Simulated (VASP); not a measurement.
TePb, 2 atoms in the cell. It takes space group Fm-3m (No. 225, cubic). The conventional cell has a = 6.419 Å, b = 6.419 Å, c = 6.419 Å, α = 90.00°, β = 90.00°, γ = 90.00°. Within 4.2 Å of Pb (site symmetry m-3m) lie 6 Te at 3.21 Å. Te (site symmetry m-3m) has 6 Pb at 3.21 Å within 4.2 Å. 

```yaml
Program: VASP 6.6.1
Task: single point
Functional: RPBE
Dispersion: D3(BJ)
Potentials_or_basis: VASP PAW PBE potentials, release 64 (Pb_d, Te)
Cutoff: 520 eV
k_mesh: 7 × 7 × 7
Occupations: fermi-dirac, width 0.05 eV
Spin: no spin polarisation
Dipole_correction: no
Further_INCAR_settings: ALGO = Normal; EDIFF = 1e-07; NBANDS = 17
```

Potentials or basis: VASP PAW PBE potentials, release 64 (Pb_d, Te).

Launch:

```sh
$ cat potpaw_PBE.64/Pb_d/POTCAR potpaw_PBE.64/Te/POTCAR > POTCAR
$ mpirun -np 1 vasp_std > vasp.out
```

Hardware: 1 thread of Intel Xeon 6975P-C, with other jobs on the host.

Q: Estimate the wall time of this run.

A: Wall time 51 s on 1 thread of Intel Xeon 6975P-C, on a shared host, peak memory 0.21 GiB. Counts: scf iterations 19, k points 20.
